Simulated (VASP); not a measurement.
# MoS2 (P6_3/mmc) in VASP: notebook

The runs below take MoS2 through single point, with PBE.

Program: VASP 6.6.1. These are calculated values, not measurements. Logs are shortened: lines on timing, memory, paths and dates and some standing lists are left out, and cuts for length are marked.

**What was measured.**

From “Multiwavelength excitation Raman Scattering Analysis of bulk and 2 dimensional MoS2: Vibrational properties of atomically thin MoS2 layers”, 2015, arxiv:1506.03228, for a bulk crystal of MoS2 at 300 K: band gap 1.3 eV (indirect).

How close the calculation comes is told below.

## Step 1: The cell of the first run

Symmetry: P6_3/mmc, No. 194, hexagonal system. The conventional cell has a = 3.185 Å, b = 3.185 Å, c = 15.627 Å, α = 90.00°, β = 90.00°, γ = 120.00°. Mo (site symmetry -6m2) has 6 S at 2.41 Å and 6 Mo at 3.18 Å within 3.2 Å. Within 3.2 Å of S (site symmetry 3m) lie 3 Mo at 2.41 Å and 7 S at 3.13 to 3.18 Å.

## Step 2: Single point, PBE (22.88 Å³/atom)

The input, INCAR:

```
PREC = Accurate ; ENCUT = 520
EDIFF = 1E-6 ; ISMEAR = 0
SIGMA = 0.02 ; LREAL = False
LASPH = True ; NELM = 100
ALGO = Normal ; ISIF = 2
LWAVE = False ; LCHARG = True
GGA = PE ; LELF = True
LVHAR = True ; NBANDS = 35
```

The input, KPOINTS:

```
Automatic mesh
0
Gamma
  12 12 2
```

The input, POSCAR:

```
MoS2
1.0
    3.1849612883      0.0000000000      0.0000000000
   -1.5924806442      2.7582573857      0.0000000000
    0.0000000000      0.0000000000     15.6270950997
Mo S
2 4
Direct
    0.3333333333      0.6666666667      0.2500000000
    0.6666666667      0.3333333333      0.7500000000
    0.3333333333      0.6666666667      0.6500068759
    0.6666666667      0.3333333333      0.1500068759
    0.3333333333      0.6666666667      0.8499931241
    0.6666666667      0.3333333333      0.3499931241
```

Potentials or basis: VASP PAW PBE potentials, release 64 (Mo_sv, S).

Launch:

```sh
cat potpaw_PBE.64/Mo_sv/POTCAR potpaw_PBE.64/S/POTCAR > POTCAR
mpirun -np 1 vasp_std > vasp.out
```

OUTCAR:

```text
PREC = Accurate
   ENCUT = 520
   EDIFF = 1E-6
   ISMEAR = 0
   LREAL = False
   LASPH = True
   NELM = 100
   ISIF = 2
   GGA = PE

 ion  position               nearest neighbor table
   1  0.333  0.667  0.250-   4 2.41   6 2.41   4 2.41   6 2.41   4 2.41   6 2.41
   2  0.667  0.333  0.750-   3 2.41   5 2.41   3 2.41   5 2.41   3 2.41   5 2.41
   3  0.333  0.667  0.650-   2 2.41   2 2.41   2 2.41
   4  0.667  0.333  0.150-   1 2.41   1 2.41   1 2.41
   5  0.333  0.667  0.850-   2 2.41   2 2.41   2 2.41
   6  0.667  0.333  0.350-   1 2.41   1 2.41   1 2.41

  LATTYP: Found a hexagonal cell.
 ALAT       =     3.1849612883
 C/A-ratio  =     4.9065259151

  Lattice vectors:

 A1 = (   3.1849612883,   0.0000000000,   0.0000000000)
 A2 = (  -1.5924806442,   2.7582573857,   0.0000000000)
 A3 = (   0.0000000000,   0.0000000000,  15.6270950997)

Analysis of symmetry for initial positions (statically):
=====================================================================
 Subroutine PRICEL returns:
 Original cell was already a primitive cell.

 Routine SETGRP: Setting up the symmetry group for a
 hexagonal supercell.

 Subroutine GETGRP returns: Found 24 space group operations
 (whereof 12 operations were pure point group operations)
 out of a pool of 24 trial point group operations.

The static configuration has the point symmetry D_3d.
 The point group associated with its full space group is D_6h.

Analysis of symmetry for dynamics (positions and initial velocities):
=====================================================================
 Subroutine PRICEL returns:
 Original cell was already a primitive cell.

 Routine SETGRP: Setting up the symmetry group for a
 hexagonal supercell.

 Subroutine GETGRP returns: Found 24 space group operations
 (whereof 12 operations were pure point group operations)
 out of a pool of 24 trial point group operations.

The dynamic configuration has the point symmetry D_3d.
 The point group associated with its full space group is D_6h.

 Subroutine INISYM returns: Found 24 space group operations
 (whereof 12 operations are pure point group operations),
 and found     1 'primitive' translations

----------------------------------------------------------------------------------------

                                     Primitive cell

  volume of cell :     137.2831

  direct lattice vectors                    reciprocal lattice vectors
     3.184961288  0.000000000  0.000000000     0.313975559  0.181273873  0.000000000
    -1.592480644  2.758257386  0.000000000     0.000000000  0.362547747  0.000000000
     0.000000000  0.000000000 15.627095100     0.000000000  0.000000000  0.063991420

  length of vectors
     3.184961288  3.184961288 15.627095100     0.362547747  0.362547747  0.063991420

  position of ions in fractional coordinates (direct lattice)
     0.333333333  0.666666667  0.250000000
     0.666666667  0.333333333  0.750000000
     0.333333333  0.666666667  0.650006876
     0.666666667  0.333333333  0.150006876
     0.333333333  0.666666667  0.849993124
     0.666666667  0.333333333  0.349993124

  ion indices of the primitive-cell ions
   primitive index   ion index
                 1           1
                 2           2
                 3           3
                 4           4
                 5           5
                 6           6

----------------------------------------------------------------------------------------

 KPOINTS: Automatic mesh

Automatic generation of k-mesh.
 Grid dimensions read from file:
 generate k-points for:   12   12    2

 Generating k-lattice:

  Cartesian coordinates                     Fractional coordinates (reciprocal lattice)
     0.026164630  0.015106156  0.000000000     0.083333333  0.000000000  0.000000000
     0.000000000  0.030212312  0.000000000     0.000000000  0.083333333  0.000000000
     0.000000000  0.000000000  0.031995710     0.000000000  0.000000000  0.500000000

  Length of vectors
     0.030212312  0.030212312  0.031995710

  Shift w.r.t. Gamma in fractional coordinates (k-lattice)
     0.000000000  0.000000000  0.000000000

 Subroutine IBZKPT returns following result:
 ===========================================

 Found     38 irreducible k-points:

 Following reciprocal coordinates:
            Coordinates               Weight
  0.000000  0.000000  0.000000      1.000000
  0.083333  0.000000  0.000000      6.000000
  0.166667  0.000000  0.000000      6.000000
  0.250000  0.000000  0.000000      6.000000
  0.333333  0.000000  0.000000      6.000000
  0.416667  0.000000  0.000000      6.000000
[... 16 lines left out ...]
  0.250000  0.000000  0.500000      6.000000
  0.333333  0.000000  0.500000      6.000000
 [... further k-points ...]
   k-points           NKPTS =     38   k-points in BZ     NKDIM =     38   number of bands    NBANDS=     35
   number of dos      NEDOS =    301   number of ions     NIONS =      6
   total plane-waves  NPLWV =  69120
   dimension x,y,z NGX =    24 NGY =   24 NGZ =  120
   dimension x,y,z NGXF=    48 NGYF=   48 NGZF=  240
   ions per type =               2   4
   NGX,Y,Z   is equivalent  to a cutoff of  12.53, 12.53, 12.77 a.u.
   NGXF,Y,Z  is equivalent  to a cutoff of  25.05, 25.05, 25.53 a.u.
 SYSTEM =  unknown system
   PREC   = accura    normal or accurate (medium, high low for compatibility)
   ISTART =      0    job   : 0-new  1-cont  2-samecut
   ICHARG =      2    charge: 1-file 2-atom 10-const
   ISPIN  =      1    spin polarized calculation?
   LNONCOLLINEAR =      F non collinear calculations
   LSORBIT =      F    spin-orbit coupling
   LASPH  =      T    aspherical Exc in radial PAW
   ENCUT  =  520.0 eV  38.22 Ry    6.18 a.u.   5.92  5.92 29.06*2*pi/ulx,y,z
   NELM   =    100;   NELMIN=  2; NELMDL= -5     # of ELM steps
   EDIFF  = 0.1E-05   stopping-criterion for ELM
   LREAL  =      F    real-space projection
   EDIFFG = 0.1E-04   stopping-criterion for IOM
   NSW    =      0    number of steps for IOM
   IBRION =     -1    ionic relax: 0-MD 1-quasi-New 2-CG
   NFREE  =      0    steps in history (QN), initial steepest desc. (CG)
   ISIF   =      2    stress and relaxation
   ISYM   =      2    0-nonsym 1-usesym 2-fastsym
   POTIM  = 0.5000    time-step for ionic-motion
   TEBEG  =    0.0;   TEEND  =   0.0 temperature during run
   PSTRESS=    0.0 pullay stress
   NELECT =      52.0000    total number of electrons
   NUPDOWN=      -1.0000    fix difference up-down
   EMIN   =  10.00;   EMAX   =-10.00  energy-range for DOS
   EFERMI =   0.00;   METHOD = LEGACY
   ISMEAR =     0;   SIGMA  =   0.02  broadening in eV -4-tet -1-fermi 0-gaus
   EFERMI_NEDOS =   21; number of points for ismear=-14 and -15
   IALGO  =     38    algorithm
   IMIX   =      4    mixing-type and parameters
     AMIX     =   0.40;   BMIX     =  1.00
     AMIX_MAG =   1.60;   BMIX_MAG =  1.00
  volume/ion in A,a.u.               =      22.88       154.41
  Fermi-wavevector in a.u.,A,eV,Ry     =   1.184505  2.238390 19.089681  1.403052
  Thomas-Fermi vector in A             =   2.320718
   LORBIT       =      0    0 simple, 1 ext, 2 COOP (PROOUT), +10 PAW based schemes
   GGA     = PE    functional components
   LHFCALC =     F    Hartree Fock is set to
   AEXX    =    0.0000 exact exchange contribution
   IVDW    =     0    specifies the selected vdW correction
   LEPSILON=     F    determine dielectric tensor
   LRPA    =     F    only Hartree local field effects (RPA)
 non-spin polarized calculation
 Gauss-broadening in eV      SIGMA  =   0.02
  energy-cutoff  :      520.00
  volume of cell :      137.28
 maximum number of plane-waves:      3726
 NGX is ok and might be reduce to    24
   NGX = 11   NGY = 11   NGZ = 59

 number of electron      52.0000001 magnetization

 Free energy of the ion-electron system (eV)
  ---------------------------------------------------
  ext. energy  EPLUGINS =         0.00000000
  ---------------------------------------------------
  free energy    TOTEN  =       -43.71425423 eV

  energy without entropy =      -43.71425423  energy(sigma->0) =      -43.71425423

 E-fermi :   4.3984     XC(G=0):  -9.0643

 val. band max:        4.1669892034   @ k =   0.0000   0.0000   0.0000
 cond. band min:       5.6968965733   @ k =   0.3333   0.3333   0.0000
 fundamental gap:      1.5299073698
 Fermi energy:         4.3984057577

 k-point     1 :       0.0000    0.0000    0.0000
  band No.  band energies     occupation
      1     -56.8367      2.00000
      2     -56.8367      2.00000
      3     -30.9742      2.00000
      4     -30.9742      2.00000
      5     -30.7725      2.00000
      6     -30.7725      2.00000
[... 27 lines left out ...]
     34       7.0378      0.00000
     35       9.7111      0.00000

 k-point     2 :       0.0833    0.0000    0.0000
  band No.  band energies     occupation
      1     -56.8342      2.00000
      2     -56.8342      2.00000
      3     -30.9693      2.00000
      4     -30.9693      2.00000
      5     -30.7977      2.00000
      6     -30.7977      2.00000
[... 27 lines left out ...]
     34       6.9693      0.00000
     35      10.0316      0.00000

 k-point     3 :       0.1667    0.0000    0.0000
  band No.  band energies     occupation
      1     -56.8275      2.00000
      2     -56.8275      2.00000
      3     -30.9559      2.00000
      4     -30.9559      2.00000
      5     -30.8663      2.00000
      6     -30.8663      2.00000
[... 27 lines left out ...]
     34       7.3810      0.00000
     35      10.5072      0.00000
[... 723 lines left out ...]
 k-point    23 :       0.2500    0.0000    0.5000
  band No.  band energies     occupation
      1     -56.8182      2.00000
      2     -56.8182      2.00000
      3     -30.9587      2.00000
      4     -30.9587      2.00000
      5     -30.9374      2.00000
      6     -30.9374      2.00000
[... 27 lines left out ...]
     34       7.8034      0.00000
     35      11.0635      0.00000

 k-point    24 :       0.3333    0.0000    0.5000
  band No.  band energies     occupation
      1     -56.8089      2.00000
      2     -56.8089      2.00000
      3     -31.0497      2.00000
      4     -31.0497      2.00000
      5     -30.9189      2.00000
      6     -30.9189      2.00000
[... 27 lines left out ...]
     34       8.1133      0.00000
     35      11.3068      0.00000

 [... further k-points ...]

------------------------ aborting loop because EDIFF is reached ----------------------------------------

  FORCE on cell =-STRESS in cart. coord.  units (eV):
  Direction    XX          YY          ZZ          XY          YZ          ZX
  --------------------------------------------------------------------------------------
  -------------------------------------------------------------------------------------
  Total       -0.0778328     -0.0778328     -0.1335306      0.0000000      0.0000000      0.0000000
  in kB       -0.9083560     -0.9083560     -1.5583825      0.0000000      0.0000000      0.0000000
  external PRESSURE =      -1.1250315 kB  Pullay stress =       0.0000000 kB

 VOLUME and BASIS-vectors are now :
 -----------------------------------------------------------------------------
  energy-cutoff  :      520.00
  volume of cell :      137.28
      direct lattice vectors                 reciprocal lattice vectors
     3.184961288  0.000000000  0.000000000     0.313975559  0.181273873  0.000000000
    -1.592480644  2.758257386  0.000000000     0.000000000  0.362547747  0.000000000
     0.000000000  0.000000000 15.627095100     0.000000000  0.000000000  0.063991420

 POSITION                                       TOTAL-FORCE (eV/Angst)
 -----------------------------------------------------------------------------------
     -0.00000      1.83884      3.90677         0.000000     -0.000000      0.000000
      1.59248      0.91942     11.72032        -0.000000      0.000000      0.000000
     -0.00000      1.83884     10.15772        -0.000000     -0.000000      0.009520
      1.59248      0.91942      2.34417         0.000000      0.000000      0.009520
     -0.00000      1.83884     13.28292        -0.000000     -0.000000     -0.009520
      1.59248      0.91942      5.46938         0.000000      0.000000     -0.009520
 -----------------------------------------------------------------------------------
    total drift:                                0.000000     -0.000000      0.000000

  FREE ENERGIE OF THE ION-ELECTRON SYSTEM (eV)
  ---------------------------------------------------
  free  energy   TOTEN  =       -43.7142542303 eV

  energy  without entropy=      -43.7142542303  energy(sigma->0) =      -43.71425423
```

Run time: 83 s. Hardware: 1 thread of Intel Xeon 6975P-C (Granite Rapids), shared host; peak memory 0.32 GiB.

Results:

```yaml
Free_energy: -43.7143 eV
Pressure: -0.1 GPa
Largest_force: 0.010 eV/Å
Band_gap_on_the_k_mesh: 1.53 eV (least direct gap 1.67 eV)
```

Forces on the atoms (eV/Å):
```
Mo   0.000  0.000  0.000
Mo   0.000  0.000  0.000
S    0.000  0.000  0.010
S    0.000  0.000  0.010
S    0.000  0.000 -0.010
S    0.000  0.000 -0.010
```

Levels at points of the mesh, in eV from the valence-band top:
| k point | band 23 | band 24 | band 25 | band 26 | band 27 | band 28 | band 29 | band 30 |
| --- | --- | --- | --- | --- | --- | --- | --- | --- |
| (0.00, 0.00, 0.00) | -1.63 | -1.63 | -0.26 | 0.00 | 2.62 | 2.62 | 2.62 | 2.62 |
| (0.50, 0.00, 0.00) | -1.11 | -1.11 | -0.76 | -0.76 | 2.10 | 2.11 | 2.60 | 2.63 |
| (0.00, 0.00, 0.50) | -1.63 | -1.63 | -0.12 | -0.12 | 2.62 | 2.62 | 2.62 | 2.62 |
| (0.50, 0.00, 0.50) | -1.11 | -1.11 | -0.76 | -0.76 | 2.11 | 2.11 | 2.62 | 2.62 |

Caveat: this functional lacks dispersion, which binds layers or chains, so the pressure and a relaxed spacing across them are unreliable.

## Step 3: Single point, PBE, collinear spin

This run uses another cell than the first one, of 17.86 Å³/atom.

The input, INCAR:

```
SYSTEM = MoS2
  PREC = Accurate
  ENCUT = 520
  EDIFF = 1E-6
  ISMEAR = 0
  SIGMA = 0.1
  LREAL = .FALSE.
  LASPH = .TRUE.
  NELM = 150
  ALGO = Normal
  ISIF = 2
  LWAVE = .FALSE.
  LCHARG = .FALSE.
  ISPIN = 2
  MAGMOM = 1 1 0 0 0 0
  LORBIT = 11
  LMAXMIX = 4
  GGA = PE
  NBANDS = 39
```

The input, KPOINTS:

```
Automatic mesh
0
G
  6 6 2
  0 0 0
```

The input, POSCAR:

```
MoS2
1.0
    3.1690000000      0.0000000000      0.0000000000
   -1.5845000000      2.7444345046      0.0000000000
    0.0000000000      0.0000000000     12.3240000000
Mo S
2 4
Direct
    0.3333333333      0.6666666667      0.2500000000
    0.6666666667      0.3333333333      0.7500000000
    0.3333333333      0.6666666667      0.6230000000
    0.6666666667      0.3333333333      0.1230000000
    0.3333333333      0.6666666667      0.8770000000
    0.6666666667      0.3333333333      0.3770000000
```

Potentials or basis: VASP PAW PBE potentials, release 64 (Mo_sv, S).

Launch:

```sh
cat potpaw_PBE.64/Mo_sv/POTCAR potpaw_PBE.64/S/POTCAR > POTCAR
mpirun -np 1 vasp_std > vasp.out
```

It took 58 s on 1 thread of Intel Xeon 6975P-C (Granite Rapids), shared host; peak memory 0.3 GiB.

It converged, with:

| Quantity | Value |
| --- | --- |
| Free energy | -43.6136 eV |
| Pressure | 1.9 GPa |
| Largest force | 0.074 eV/Å |
| Band gap on the k mesh | 0.90 eV (least direct gap 1.66 eV) |
| Net moment | 0.00 μB per cell |
| Valence electrons inside the program's atomic spheres | Mo 12.45; S 3.70 |

Forces in eV/Å, atoms in the order of the input:
```
Mo   0.000  0.000  0.000
Mo   0.000  0.000  0.000
S    0.000  0.000  0.074
S    0.000  0.000  0.074
S    0.000  0.000 -0.074
S    0.000  0.000 -0.074
```

Stress tensor (GPa, compression positive):
```
1.73 0.00 0.00
0.00 1.73 0.00
0.00 0.00 2.11
```

Levels at points of the mesh, in eV from the valence-band top:
Spin up:
```tsv
k point	band 24	band 25	band 26	band 27	band 28	band 29
(0.00, 0.00, 0.00)	-1.18	-1.14	0.00	2.11	2.11	2.14
(0.50, 0.00, 0.00)	-1.52	-1.39	-1.26	1.62	1.66	2.01
(0.00, 0.00, 0.50)	-2.14	-0.26	-0.26	2.12	2.12	2.12
(0.50, 0.00, 0.50)	-1.62	-1.32	-1.32	1.64	1.64	2.15
```
Spin down:
```csv
k point,band 24,band 25,band 26,band 27,band 28,band 29
"(0.00, 0.00, 0.00)",-1.18,-1.14,0.00,2.11,2.11,2.14
"(0.50, 0.00, 0.00)",-1.52,-1.39,-1.26,1.62,1.66,2.01
"(0.00, 0.00, 0.50)",-2.14,-0.26,-0.26,2.12,2.12,2.12
"(0.50, 0.00, 0.50)",-1.62,-1.32,-1.32,1.64,1.64,2.15
```

Caveat: this functional lacks dispersion, which binds layers or chains, so the pressure and a relaxed spacing across them are unreliable. A k mesh can miss the band edges.

(Continued in part 2 of 2.)
